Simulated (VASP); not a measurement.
# SrTiO3 (P4/mmm) in VASP: further runs

The runs below take SrTiO3 through single point, with PBE.

Everything below comes from runs of VASP 6.6.1. Logs are shortened: lines on timing, memory, paths and dates and some standing lists are left out, and cuts for length are marked.

### 1 The cell of the first run

The structure is tetragonal, space group P4/mmm (No. 123). The conventional cell has a = 3.905 Å, b = 3.905 Å, c = 3.983 Å, α = 90.00°, β = 90.00°, γ = 90.00°. Within 3.6 Å of Sr (site symmetry 4/mmm) lie 12 O at 2.76 to 2.79 Å and 8 Ti at 3.40 Å. Within 2.6 Å of Ti (site symmetry 4/mmm) lie 6 O at 1.95 to 1.99 Å. Within 2.6 Å of O (site symmetry mmm) lie 2 Ti at 1.95 Å. O (site symmetry 4/mmm) has 2 Ti at 1.99 Å within 2.6 Å.

### 2 Single point, PBE (zz strain of +2 %)

File INCAR:

```
ALGO = Normal
EDIFF = 1E-6
ENCUT = 520
GGA = PE
ISIF = 2
ISMEAR = -1
LASPH = T
LCHARG = F
LREAL = F
LWAVE = F
NBANDS = 28
NELM = 80
PREC = Accurate
SIGMA = 0.05
```

File KPOINTS:

```
k-points
0
Gamma
  7 7 7
```

File POSCAR:

```
SrTiO3
1.0
    3.9050000000      0.0000000000      0.0000000000
    0.0000000000      3.9050000000      0.0000000000
    0.0000000000      0.0000000000      3.9831000000
Sr Ti O
1 1 3
Direct
    0.0000000000      0.0000000000      0.0000000000
    0.5000000000      0.5000000000      0.5000000000
    0.0000000000      0.5000000000      0.5000000000
    0.5000000000      0.0000000000      0.5000000000
    0.5000000000      0.5000000000      0.0000000000
```

Potentials or basis: VASP PAW PBE potentials, release 64 (Sr_sv, Ti_sv, O).

Started as:

```sh
cat potpaw_PBE.64/Sr_sv/POTCAR potpaw_PBE.64/Ti_sv/POTCAR potpaw_PBE.64/O/POTCAR > POTCAR
mpirun -np 1 vasp_std > vasp.out
```

OUTCAR:

```text
EDIFF = 1E-6
   ENCUT = 520
   GGA = PE
   ISIF = 2
   ISMEAR = -1
   LASPH = T
   LREAL = F
   NELM = 80
   PREC = Accurate

 ion  position               nearest neighbor table
   1  0.000  0.000  0.000-   5 2.76   5 2.76   5 2.76   5 2.76   4 2.79   3 2.79   4 2.79   3 2.79
                             4 2.79   3 2.79   4 2.79   3 2.79   2 3.40   2 3.40   2 3.40   2 3.40
   2  0.500  0.500  0.500-   3 1.95   4 1.95   4 1.95   3 1.95   5 1.99   5 1.99   1 3.40   1 3.40
                             1 3.40   1 3.40   1 3.40   1 3.40   1 3.40   1 3.40
   3  0.000  0.500  0.500-   2 1.95   2 1.95   1 2.79   1 2.79   1 2.79   1 2.79
   4  0.500  0.000  0.500-   2 1.95   2 1.95   1 2.79   1 2.79   1 2.79   1 2.79
   5  0.500  0.500  0.000-   2 1.99   2 1.99   1 2.76   1 2.76   1 2.76   1 2.76

  LATTYP: Found a simple tetragonal cell.
 ALAT       =     3.9050000000
 C/A-ratio  =     1.0200000000

  Lattice vectors:

 A1 = (   3.9050000000,   0.0000000000,   0.0000000000)
 A2 = (   0.0000000000,   3.9050000000,   0.0000000000)
 A3 = (   0.0000000000,   0.0000000000,   3.9831000000)

Analysis of symmetry for initial positions (statically):
=====================================================================
 Subroutine PRICEL returns:
 Original cell was already a primitive cell.

 Routine SETGRP: Setting up the symmetry group for a
 simple tetragonal supercell.

 Subroutine GETGRP returns: Found 16 space group operations
 (whereof 16 operations were pure point group operations)
 out of a pool of 16 trial point group operations.

The static configuration has the point symmetry D_4h.

Analysis of symmetry for dynamics (positions and initial velocities):
=====================================================================
 Subroutine PRICEL returns:
 Original cell was already a primitive cell.

 Routine SETGRP: Setting up the symmetry group for a
 simple tetragonal supercell.

 Subroutine GETGRP returns: Found 16 space group operations
 (whereof 16 operations were pure point group operations)
 out of a pool of 16 trial point group operations.

The dynamic configuration has the point symmetry D_4h.

 Subroutine INISYM returns: Found 16 space group operations
 (whereof 16 operations are pure point group operations),
 and found     1 'primitive' translations

----------------------------------------------------------------------------------------

                                     Primitive cell

  volume of cell :      60.7384
[... 96 lines left out ...]
   LREAL  =      F    real-space projection
   EDIFFG = 0.1E-04   stopping-criterion for IOM
   NSW    =      0    number of steps for IOM
   IBRION =     -1    ionic relax: 0-MD 1-quasi-New 2-CG
   NFREE  =      0    steps in history (QN), initial steepest desc. (CG)
   ISIF   =      2    stress and relaxation
   ISYM   =      2    0-nonsym 1-usesym 2-fastsym
   POTIM  = 0.5000    time-step for ionic-motion
   TEBEG  =    0.0;   TEEND  =   0.0 temperature during run
   PSTRESS=    0.0 pullay stress
   NELECT =      40.0000    total number of electrons
   NUPDOWN=      -1.0000    fix difference up-down
   EMIN   =  10.00;   EMAX   =-10.00  energy-range for DOS
   EFERMI =   0.00;   METHOD = LEGACY
   ISMEAR =    -1;   SIGMA  =   0.05  broadening in eV -4-tet -1-fermi 0-gaus
   EFERMI_NEDOS =   21; number of points for ismear=-14 and -15
   IALGO  =     38    algorithm
   IMIX   =      4    mixing-type and parameters
     AMIX     =   0.40;   BMIX     =  1.00
     AMIX_MAG =   1.60;   BMIX_MAG =  1.00
  volume/ion in A,a.u.               =      12.15        81.98
  Fermi-wavevector in a.u.,A,eV,Ry     =   1.424318  2.691571 27.601904  2.028683
  Thomas-Fermi vector in A             =   2.544822
   LORBIT       =      0    0 simple, 1 ext, 2 COOP (PROOUT), +10 PAW based schemes
   GGA     = PE    functional components
   LHFCALC =     F    Hartree Fock is set to
   AEXX    =    0.0000 exact exchange contribution
   IVDW    =     0    specifies the selected vdW correction
   LEPSILON=     F    determine dielectric tensor
   LRPA    =     F    only Hartree local field effects (RPA)
 non-spin polarized calculation
  energy-cutoff  :      520.00
  volume of cell :       60.74
 maximum number of plane-waves:      1655
 NGX is ok and might be reduce to    30
   NGX = 15   NGY = 15   NGZ = 15

 number of electron      39.9999996 magnetization

 Free energy of the ion-electron system (eV)
  ---------------------------------------------------
  ext. energy  EPLUGINS =         0.00000000
  ---------------------------------------------------
  free energy    TOTEN  =       -40.09046395 eV

  energy without entropy =      -40.09046395  energy(sigma->0) =      -40.09046395

 E-fermi :   4.9136     XC(G=0): -11.1666

 val. band max:        3.9443876500   @ k =   0.4286   0.4286   0.4286
 cond. band min:       5.8116425053   @ k =   0.0000   0.0000   0.0000
 fundamental gap:      1.8672548552
 Fermi energy:         4.9135681163

 k-point     1 :       0.0000    0.0000    0.0000
  band No.  band energies     occupation
      1     -52.5422      2.00000
      2     -28.8463      2.00000
      3     -28.7803      2.00000
      4     -28.7803      2.00000
      5     -28.7687      2.00000
      6     -13.3597      2.00000
[... 733 lines left out ...]
     27      12.2066      0.00000
     28      12.4846      0.00000

 [... further k-points ...]

------------------------ aborting loop because EDIFF is reached ----------------------------------------

  FORCE on cell =-STRESS in cart. coord.  units (eV):
  Direction    XX          YY          ZZ          XY          YZ          ZX
  --------------------------------------------------------------------------------------
  -------------------------------------------------------------------------------------
  Total        1.1278083      1.1278083     -0.4981064      0.0000000     -0.0000000      0.0000000
  in kB       29.7496986     29.7496986    -13.1392157      0.0000000     -0.0000000      0.0000000
  external PRESSURE =      15.4533939 kB  Pullay stress =       0.0000000 kB

 VOLUME and BASIS-vectors are now :
 -----------------------------------------------------------------------------
  energy-cutoff  :      520.00
  volume of cell :       60.74
      direct lattice vectors                 reciprocal lattice vectors
     3.905000000  0.000000000  0.000000000     0.256081946  0.000000000  0.000000000
     0.000000000  3.905000000  0.000000000     0.000000000  0.256081946  0.000000000
     0.000000000  0.000000000  3.983100000     0.000000000  0.000000000  0.251060732

 POSITION                                       TOTAL-FORCE (eV/Angst)
 -----------------------------------------------------------------------------------
      0.00000      0.00000      0.00000         0.000000      0.000000      0.000000
      1.95250      1.95250      1.99155         0.000000      0.000000      0.000000
      0.00000      1.95250      1.99155         0.000000      0.000000      0.000000
      1.95250      0.00000      1.99155         0.000000      0.000000      0.000000
      1.95250      1.95250      0.00000         0.000000      0.000000      0.000000
 -----------------------------------------------------------------------------------
    total drift:                                0.000000      0.000000     -0.000000

  FREE ENERGIE OF THE ION-ELECTRON SYSTEM (eV)
  ---------------------------------------------------
  free  energy   TOTEN  =       -40.0904639535 eV

  energy  without entropy=      -40.0904639524  energy(sigma->0) =      -40.09046395
```

It took 78 s on 1 thread of Intel Xeon 6975P-C, shared host; peak memory 0.22 GiB.

What came out:

| Item | Value |
| --- | --- |
| Free energy | -40.0905 eV |
| Pressure | 1.5 GPa |
| Band gap on the k mesh | 1.87 eV, indirect (least direct gap 2.17 eV) |

Stress tensor (GPa, compression positive):
```
 2.97  0.00  0.00
 0.00  2.97  0.00
 0.00  0.00 -1.31
```

Caveat: the cell differs from its parent crystal (zz strain of +2 %).

### 3 Single point, PBE (zz strain of -2 %)

File INCAR:

```
SYSTEM = SrTiO3
  ALGO = Normal
  EDIFF = 1E-6
  ENCUT = 520
  GGA = PE
  ISIF = 2
  ISMEAR = -1
  LASPH = .TRUE.
  LCHARG = .FALSE.
  LREAL = .FALSE.
  LWAVE = .FALSE.
  NBANDS = 28
  NELM = 80
  PREC = Accurate
  SIGMA = 0.05
```

File KPOINTS:

```
k-points
0
G
  7 7 7
  0 0 0
```

Changes to POSCAR since step 2:

```diff
@@ -4,3 +4,3 @@
     0.0000000000      3.9050000000      0.0000000000
-    0.0000000000      0.0000000000      3.9831000000
+    0.0000000000      0.0000000000      3.8269000000
 Sr Ti O
```

Potentials or basis: VASP PAW PBE potentials, release 64 (Sr_sv, Ti_sv, O).

Started as:

```sh
cat potpaw_PBE.64/Sr_sv/POTCAR potpaw_PBE.64/Ti_sv/POTCAR potpaw_PBE.64/O/POTCAR > POTCAR
mpirun -np 1 vasp_std > vasp.out
```

Wall time 2.7 min (1 thread of AMD EPYC 7R13, shared host); peak memory 0.18 GiB.

It converged, with:

| Item | Value |
| --- | --- |
| Free energy | -40.0098 eV |
| Pressure | 9.1 GPa |
| Band gap on the k mesh | 1.93 eV, indirect (least direct gap 2.20 eV) |

Stress tensor (GPa, compression positive):
```
 7.28  0.00  0.00
 0.00  7.28  0.00
 0.00  0.00 12.83
```

Levels at points of the mesh, in eV from the valence-band top:
| k point | band 17 | band 18 | band 19 | band 20 | band 21 | band 22 | band 23 | band 24 |
| --- | --- | --- | --- | --- | --- | --- | --- | --- |
| (0.00, 0.00, 0.00) | -1.09 | -0.28 | -0.28 | -0.26 | 1.93 | 1.97 | 1.97 | 4.43 |

Caveat: the cell differs from its parent crystal (zz strain of -2 %). A k mesh can miss the band edges.

### 4 Single point, PBE (zz strain of +1 %)

File INCAR:

```
SYSTEM = SrTiO3
ALGO = Normal
EDIFF = 1E-6
ENCUT = 520
GGA = PE
ISIF = 2
ISMEAR = -1
LASPH = .TRUE.
LCHARG = .FALSE.
LREAL = .FALSE.
LWAVE = .FALSE.
NBANDS = 28
NELM = 100
PREC = Accurate
SIGMA = 0.05
```

KPOINTS is that of step 3.

Changes to POSCAR since step 3:

```diff
@@ -4,3 +4,3 @@
     0.0000000000      3.9050000000      0.0000000000
-    0.0000000000      0.0000000000      3.8269000000
+    0.0000000000      0.0000000000      3.9440500000
 Sr Ti O
```

Potentials or basis: VASP PAW PBE potentials, release 64 (Sr_sv, Ti_sv, O).

Started as:

```sh
cat potpaw_PBE.64/Sr_sv/POTCAR potpaw_PBE.64/Ti_sv/POTCAR potpaw_PBE.64/O/POTCAR > POTCAR
mpirun -np 1 vasp_std > vasp.out
```

OUTCAR:

```text
SYSTEM = SrTiO3
   EDIFF = 1E-6
   ENCUT = 520
   GGA = PE
   ISIF = 2
   ISMEAR = -1
   LASPH = .TRUE.
   LREAL = .FALSE.
   NELM = 100
   PREC = Accurate

 ion  position               nearest neighbor table
   1  0.000  0.000  0.000-   5 2.76   5 2.76   5 2.76   5 2.76   4 2.78   3 2.78   4 2.78   3 2.78
                             4 2.78   3 2.78   4 2.78   3 2.78   2 3.39   2 3.39   2 3.39   2 3.39
   2  0.500  0.500  0.500-   3 1.95   4 1.95   4 1.95   3 1.95   5 1.97   5 1.97   1 3.39   1 3.39
                             1 3.39   1 3.39   1 3.39   1 3.39   1 3.39   1 3.39
   3  0.000  0.500  0.500-   2 1.95   2 1.95   1 2.78   1 2.78   1 2.78   1 2.78
   4  0.500  0.000  0.500-   2 1.95   2 1.95   1 2.78   1 2.78   1 2.78   1 2.78
   5  0.500  0.500  0.000-   2 1.97   2 1.97   1 2.76   1 2.76   1 2.76   1 2.76

  LATTYP: Found a simple tetragonal cell.
 ALAT       =     3.9050000000
 C/A-ratio  =     1.0100000000

  Lattice vectors:

 A1 = (   3.9050000000,   0.0000000000,   0.0000000000)
 A2 = (   0.0000000000,   3.9050000000,   0.0000000000)
 A3 = (   0.0000000000,   0.0000000000,   3.9440500000)

Analysis of symmetry for initial positions (statically):
=====================================================================
 Subroutine PRICEL returns:
 Original cell was already a primitive cell.

 Routine SETGRP: Setting up the symmetry group for a
 simple tetragonal supercell.

 Subroutine GETGRP returns: Found 16 space group operations
 (whereof 16 operations were pure point group operations)
 out of a pool of 16 trial point group operations.

The static configuration has the point symmetry D_4h.

Analysis of symmetry for dynamics (positions and initial velocities):
=====================================================================
 Subroutine PRICEL returns:
 Original cell was already a primitive cell.

[... 131 lines left out ...]
   IMIX   =      4    mixing-type and parameters
     AMIX     =   0.40;   BMIX     =  1.00
     AMIX_MAG =   1.60;   BMIX_MAG =  1.00
  volume/ion in A,a.u.               =      12.03        81.17
  Fermi-wavevector in a.u.,A,eV,Ry     =   1.429004  2.700425 27.783796  2.042051
  Thomas-Fermi vector in A             =   2.549004
   LORBIT       =      0    0 simple, 1 ext, 2 COOP (PROOUT), +10 PAW based schemes
   GGA     = PE    functional components
   LHFCALC =     F    Hartree Fock is set to
   AEXX    =    0.0000 exact exchange contribution
   IVDW    =     0    specifies the selected vdW correction
   LEPSILON=     F    determine dielectric tensor
   LRPA    =     F    only Hartree local field effects (RPA)
 non-spin polarized calculation
  energy-cutoff  :      520.00
  volume of cell :       60.14
 maximum number of plane-waves:      1635
 NGX is ok and might be reduce to    30
   NGX = 15   NGY = 15   NGZ = 15

 number of electron      39.9999999 magnetization

 Free energy of the ion-electron system (eV)
  ---------------------------------------------------
  ext. energy  EPLUGINS =         0.00000000
  ---------------------------------------------------
  free energy    TOTEN  =       -40.08940352 eV

  energy without entropy =      -40.08940352  energy(sigma->0) =      -40.08940352

 E-fermi :   5.0014     XC(G=0): -11.2184

 val. band max:        4.0209231850   @ k =   0.4286   0.4286   0.4286
 cond. band min:       5.9151046653   @ k =   0.0000   0.0000   0.0000
 fundamental gap:      1.8941814803
 Fermi energy:         5.0014120584

 k-point     1 :       0.0000    0.0000    0.0000
  band No.  band energies     occupation
      1     -52.4225      2.00000
      2     -28.7366      2.00000
      3     -28.6647      2.00000
      4     -28.6647      2.00000
      5     -28.6579      2.00000
      6     -13.3100      2.00000
[... 733 lines left out ...]
     27      12.3536      0.00000
     28      12.6063      0.00000

 [... further k-points ...]

------------------------ aborting loop because EDIFF is reached ----------------------------------------

  FORCE on cell =-STRESS in cart. coord.  units (eV):
  Direction    XX          YY          ZZ          XY          YZ          ZX
  --------------------------------------------------------------------------------------
  -------------------------------------------------------------------------------------
  Total        1.4825035      1.4825035      0.6239299      0.0000000      0.0000000      0.0000000
  in kB       39.4931536     39.4931536     16.6211822      0.0000000      0.0000000      0.0000000
  external PRESSURE =      31.8691631 kB  Pullay stress =       0.0000000 kB

 VOLUME and BASIS-vectors are now :
 -----------------------------------------------------------------------------
  energy-cutoff  :      520.00
  volume of cell :       60.14
      direct lattice vectors                 reciprocal lattice vectors
     3.905000000  0.000000000  0.000000000     0.256081946  0.000000000  0.000000000
     0.000000000  3.905000000  0.000000000     0.000000000  0.256081946  0.000000000
     0.000000000  0.000000000  3.944050000     0.000000000  0.000000000  0.253546481

 POSITION                                       TOTAL-FORCE (eV/Angst)
 -----------------------------------------------------------------------------------
      0.00000      0.00000      0.00000         0.000000      0.000000      0.000000
      1.95250      1.95250      1.97202         0.000000      0.000000      0.000000
      0.00000      1.95250      1.97202         0.000000      0.000000      0.000000
      1.95250      0.00000      1.97202         0.000000      0.000000      0.000000
      1.95250      1.95250      0.00000         0.000000      0.000000      0.000000
 -----------------------------------------------------------------------------------
    total drift:                                0.000000      0.000000     -0.000000

  FREE ENERGIE OF THE ION-ELECTRON SYSTEM (eV)
  ---------------------------------------------------
  free  energy   TOTEN  =       -40.0894035209 eV

  energy  without entropy=      -40.0894035199  energy(sigma->0) =      -40.08940352
```

OSZICAR:

```text
N       E                     dE             d eps       ncg     rms          rms(c)
DAV:   1     0.440209687209E+03    0.44021E+03   -0.21373E+04  2240   0.159E+03
DAV:   2    -0.375336142090E+01   -0.44396E+03   -0.42420E+03  2556   0.441E+02
DAV:   3    -0.483225535868E+02   -0.44569E+02   -0.44209E+02  3092   0.137E+02
DAV:   4    -0.503624056118E+02   -0.20399E+01   -0.20355E+01  3408   0.251E+01
DAV:   5    -0.504198138208E+02   -0.57408E-01   -0.57397E-01  3068   0.336E+00    0.263E+01
DAV:   6    -0.401637973091E+02    0.10256E+02   -0.53367E+01  3240   0.643E+01    0.144E+01
DAV:   7    -0.401727731753E+02   -0.89759E-02   -0.78931E+00  3032   0.211E+01    0.108E+01
DAV:   8    -0.401479684860E+02    0.24805E-01   -0.14099E+00  2696   0.123E+01    0.298E+00
DAV:   9    -0.401023608471E+02    0.45608E-01   -0.32971E-01  2852   0.500E+00    0.123E+00
DAV:  10    -0.400943481128E+02    0.80127E-02   -0.92161E-02  2848   0.223E+00    0.661E-01
DAV:  11    -0.400894576934E+02    0.48904E-02   -0.20787E-02  3556   0.134E+00    0.150E-01
DAV:  12    -0.400894347956E+02    0.22898E-04   -0.13347E-03  2792   0.379E-01    0.132E-01
DAV:  13    -0.400894118559E+02    0.22940E-04   -0.24864E-04  3356   0.128E-01    0.394E-02
DAV:  14    -0.400894080025E+02    0.38534E-05   -0.22109E-04  2560   0.905E-02    0.308E-02
DAV:  15    -0.400894034687E+02    0.45338E-05   -0.38102E-05  2988   0.487E-02    0.101E-02
DAV:  16    -0.400894035209E+02   -0.52128E-07   -0.28961E-06  2132   0.135E-02
   1 F= -.40089404E+02 E0= -.40089404E+02  d E =-.915324E-09
```

stdout:

```text
POSCAR found type information on POSCAR SrTiO
 POSCAR found :  3 types and       5 ions
 scaLAPACK will be used
 LDA part: xc-table for (Slater+PW92), standard interpolation
 POSCAR, INCAR and KPOINTS ok, starting setup
 FFT: planning ... GRIDC
 FFT: planning ... GRID_SOFT
 FFT: planning ... GRID
 WAVECAR not read
 entering main loop
```

Run time: 2 min. Hardware: 1 thread of AMD EPYC 7R13, shared host; peak memory 0.18 GiB.

Results:

```yaml
Free_energy: -40.0894 eV
Pressure: 3.2 GPa
Band_gap_on_the_k_mesh: 1.89 eV, indirect (least direct gap 2.19 eV)
```

Caveat: the cell differs from its parent crystal (zz strain of +1 %). A k mesh can miss the band edges.

[end of part 1 of 2]
